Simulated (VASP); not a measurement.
# K (Pm-3m) in VASP: notebook, part 2 of 2

VASP 6.6.1. Earlier steps stand in the parts before.

## (4) Single point, PBE (76.11 Å³/atom)

This run uses another cell than the first one, of 76.11 Å³/atom.

Input file INCAR:

```
ALGO = Normal
EDIFF = 1E-7
ENCUT = 520
GGA = PE
ISIF = 2
ISMEAR = -1
LASPH = True
LCHARG = False
LREAL = False
LWAVE = False
NBANDS = 10
NELM = 100
PREC = Accurate
SIGMA = 0.1
```

Input file KPOINTS:

```
k-points
0
Gamma
  12 12 12
```

Input file POSCAR:

```
K
1.0
    4.2378406852      0.0000000000      0.0000000000
    0.0000000000      4.2378406852      0.0000000000
    0.0000000000      0.0000000000      4.2378406852
K
1
Direct
    0.0000000000      0.0000000000      0.0000000000
```

Potentials or basis: VASP PAW PBE potentials, release 64 (K_sv).

Started as:

```bash
$ cat potpaw_PBE.64/K_sv/POTCAR > POTCAR
$ mpirun -np 1 vasp_std > vasp.out
```

OUTCAR:

```text
EDIFF = 1E-7
   ENCUT = 520
   GGA = PE
   ISIF = 2
   ISMEAR = -1
   LASPH = True
   LREAL = False
   NELM = 100
   PREC = Accurate

 ion  position               nearest neighbor table
   1  0.000  0.000  0.000-

  LATTYP: Found a simple cubic cell.
 ALAT       =     4.2378406852

  Lattice vectors:

 A1 = (   4.2378406852,   0.0000000000,   0.0000000000)
 A2 = (   0.0000000000,   4.2378406852,   0.0000000000)
 A3 = (   0.0000000000,   0.0000000000,   4.2378406852)

Analysis of symmetry for initial positions (statically):
=====================================================================
 Subroutine PRICEL returns:
 Original cell was already a primitive cell.

 Routine SETGRP: Setting up the symmetry group for a
 simple cubic supercell.

 Subroutine GETGRP returns: Found 48 space group operations
 (whereof 48 operations were pure point group operations)
 out of a pool of 48 trial point group operations.

The static configuration has the point symmetry O_h .

Analysis of symmetry for dynamics (positions and initial velocities):
=====================================================================
 Subroutine PRICEL returns:
 Original cell was already a primitive cell.

 Routine SETGRP: Setting up the symmetry group for a
 simple cubic supercell.

 Subroutine GETGRP returns: Found 48 space group operations
 (whereof 48 operations were pure point group operations)
 out of a pool of 48 trial point group operations.

The dynamic configuration has the point symmetry O_h .

 Subroutine INISYM returns: Found 48 space group operations
 (whereof 48 operations are pure point group operations),
 and found     1 'primitive' translations

[... 113 lines left out ...]
  volume/ion in A,a.u.               =      76.11       513.61
  Fermi-wavevector in a.u.,A,eV,Ry     =   0.803547  1.518483  8.785106  0.645687
  Thomas-Fermi vector in A             =   1.911434
   LORBIT       =      0    0 simple, 1 ext, 2 COOP (PROOUT), +10 PAW based schemes
   GGA     = PE    functional components
   LHFCALC =     F    Hartree Fock is set to
   AEXX    =    0.0000 exact exchange contribution
   IVDW    =     0    specifies the selected vdW correction
   LEPSILON=     F    determine dielectric tensor
   LRPA    =     F    only Hartree local field effects (RPA)
 non-spin polarized calculation
  energy-cutoff  :      520.00
  volume of cell :       76.11
 maximum number of plane-waves:      2103
 NGX is ok and might be reduce to    32
   NGX = 15   NGY = 15   NGZ = 15

 number of electron       8.9999997 magnetization

 Free energy of the ion-electron system (eV)
  ---------------------------------------------------
  ext. energy  EPLUGINS =         0.00000000
  ---------------------------------------------------
  free energy    TOTEN  =        -0.95440215 eV

  energy without entropy =       -0.92860249  energy(sigma->0) =       -0.94150232

 E-fermi :  -0.1601     XC(G=0):  -5.5606

 val. band max:       -0.1993279629   @ k =   0.5000   0.0000   0.0000
 cond. band min:      -0.1486397373   @ k =   0.4167   0.2500   0.0833
 fundamental gap:      0.0506882256
 Fermi energy:        -0.1601011178

 k-point     1 :       0.0000    0.0000    0.0000
  band No.  band energies     occupation
      1     -32.4894      2.00000
      2     -15.9257      2.00000
      3     -15.9257      2.00000
      4     -15.9257      2.00000
      5      -2.2810      2.00000
      6       2.7341      0.00000
      7       2.7341      0.00000
      8       6.0837      0.00000
      9       6.0840      0.00000
     10       6.0844      0.00000
[... 287 lines left out ...]
 k-point    24 :       0.4167    0.3333    0.0000
  band No.  band energies     occupation
      1     -32.4808      2.00000
      2     -16.0084      2.00000
      3     -15.9890      2.00000
      4     -15.9118      2.00000
      5       0.1550      0.08208
      6       1.3532      0.00000
      7       2.4480      0.00000
      8       3.3245      0.00000
      9       4.8989      0.00000
     10       5.1923      0.00000

 [... further k-points ...]

------------------------ aborting loop because EDIFF is reached ----------------------------------------

  FORCE on cell =-STRESS in cart. coord.  units (eV):
  Direction    XX          YY          ZZ          XY          YZ          ZX
  --------------------------------------------------------------------------------------
  -------------------------------------------------------------------------------------
  Total        0.0567109      0.0567109      0.0567109     -0.0000000     -0.0000000     -0.0000000
  in kB        1.1938317      1.1938317      1.1938317     -0.0000000     -0.0000000     -0.0000000
  external PRESSURE =       1.1938317 kB  Pullay stress =       0.0000000 kB

 VOLUME and BASIS-vectors are now :
 -----------------------------------------------------------------------------
  energy-cutoff  :      520.00
  volume of cell :       76.11
      direct lattice vectors                 reciprocal lattice vectors
     4.237840685  0.000000000  0.000000000     0.235969229  0.000000000  0.000000000
     0.000000000  4.237840685  0.000000000     0.000000000  0.235969229  0.000000000
     0.000000000  0.000000000  4.237840685     0.000000000  0.000000000  0.235969229

 POSITION                                       TOTAL-FORCE (eV/Angst)
 -----------------------------------------------------------------------------------
      0.00000      0.00000      0.00000         0.000000      0.000000      0.000000
 -----------------------------------------------------------------------------------
    total drift:                               -0.000000     -0.000000      0.000000

  FREE ENERGIE OF THE ION-ELECTRON SYSTEM (eV)
  ---------------------------------------------------
  free  energy   TOTEN  =        -0.9544021458 eV

  energy  without entropy=       -0.9286024891  energy(sigma->0) =       -0.94150232
```

OSZICAR:

```text
N       E                     dE             d eps       ncg     rms          rms(c)
DAV:   1     0.467334209193E+02    0.46733E+02   -0.35278E+03  1680   0.686E+02
DAV:   2     0.786237161673E+00   -0.45947E+02   -0.45225E+02  1812   0.190E+02
DAV:   3    -0.887558428661E+00   -0.16738E+01   -0.16680E+01  2580   0.291E+01
DAV:   4    -0.954317735058E+00   -0.66759E-01   -0.66406E-01  2328   0.483E+00
DAV:   5    -0.955985934007E+00   -0.16682E-02   -0.16679E-02  2578   0.558E-01    0.189E+00
DAV:   6    -0.954951429767E+00    0.10345E-02   -0.18612E-03  2414   0.278E-01    0.119E+00
DAV:   7    -0.954352861100E+00    0.59857E-03   -0.37785E-03  2366   0.369E-01    0.777E-02
DAV:   8    -0.954396478733E+00   -0.43618E-04   -0.29931E-04  2264   0.176E-01    0.259E-02
DAV:   9    -0.954404559082E+00   -0.80803E-05   -0.23410E-05  2552   0.359E-02    0.114E-02
DAV:  10    -0.954402238030E+00    0.23211E-05   -0.59719E-06  2370   0.207E-02    0.256E-03
DAV:  11    -0.954402145753E+00    0.92277E-07   -0.25658E-07  2316   0.309E-03
   1 F= -.95440215E+00 E0= -.94150232E+00  d E =-.257997E-01
```

Wall time 16 s (1 thread of Intel Xeon Platinum 8488C (Sapphire Rapids), shared host); peak memory 0.2 GiB.

What came out:

| Item | Value |
| --- | --- |
| Free energy | -0.9544 eV |
| Pressure | 0.1 GPa |
| Band gap on the k mesh | zero (an odd number of electrons rules out a gap without spin polarisation) |

## (5) The runs side by side

| cell | gap on the mesh (eV) | pressure (GPa) |
| --- | --- | --- |
| a = 4.117 Å, 1 atom | none | 0.4 |
| a = 4.178 Å, 1 atom | none | 0.3 |
| a = 4.238 Å, 1 atom | none | 0.1 |

Alike in all rows: task single point; level PBE; potentials or basis VASP PAW PBE potentials, release 64 (K_sv); no spin polarisation; k mesh 12 × 12 × 12; cutoff (eV) 520; smearing fermi-dirac 0.1 eV.

Absolute energies hang on the potentials; compare differences alone.
